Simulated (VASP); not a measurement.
Input of a VASP 6.6.1 run:

The input INCAR:

```
PREC     = Accurate       # precision mode
ENCUT    = 750            # plane-wave cutoff, eV
EDIFF    = 1E-6           # SCF threshold, eV
ISMEAR   = 0              # smearing method
SIGMA    = 0.01           # smearing width, eV
LREAL    = False          # projectors in reciprocal space
LASPH    = True           # aspherical terms in the spheres
NELM     = 120            # most SCF steps
ALGO     = Normal         # electronic algorithm
ISIF     = 2              # what is computed and relaxed
LWAVE    = False          # write WAVECAR
LCHARG   = True           # write CHGCAR
GGA      = PE             # functional
LELF     = True           # ELF
LVHAR    = True         
NBANDS   = 27             # bands
GGA_COMPAT= False
```

The input KPOINTS:

```
regular mesh
0
Gamma
  4 4 4
```

The input POSCAR:

```
MgC2
1.0
    3.8424815651      0.0000000000      0.0000000000
    0.0000000000      3.8424815651      0.0000000000
    0.0000000000      0.0000000000      4.8503870368
Mg C
2 4
Direct
    0.5000000000      0.5000000000      0.0000000000
    0.0000000000      0.0000000000      0.5000000000
    0.8876550000      0.8876550000      0.0000000000
    0.6123450000      0.3876550000      0.5000000000
    0.1123450000      0.1123450000      0.0000000000
    0.3876550000      0.6123450000      0.5000000000
```

Potentials or basis: VASP PAW PBE potentials, release 64 (Mg_sv, C).

Launch:

```bash
$ cat potpaw_PBE.64/Mg_sv/POTCAR potpaw_PBE.64/C/POTCAR > POTCAR
$ mpirun -np 1 vasp_std > vasp.out
```

Predict the band gap on the k mesh.

2.46 eV (least direct gap 2.91 eV).

Predict the pressure.

10.8 GPa.

Predict the largest force.

2.398 eV/Å.

Forces on the atoms (eV/Å):
```
Mg   0.000  0.000  0.000
Mg   0.000  0.000  0.000
C   -1.696 -1.696  0.000
C    1.696 -1.696  0.000
C    1.696  1.696  0.000
C   -1.696  1.696  0.000
```

Caveat: the cell stands under pressure; forces of over 1 eV/Å act on the atoms, so gaps and moduli don't describe the material at rest. A k mesh can miss the band edges.
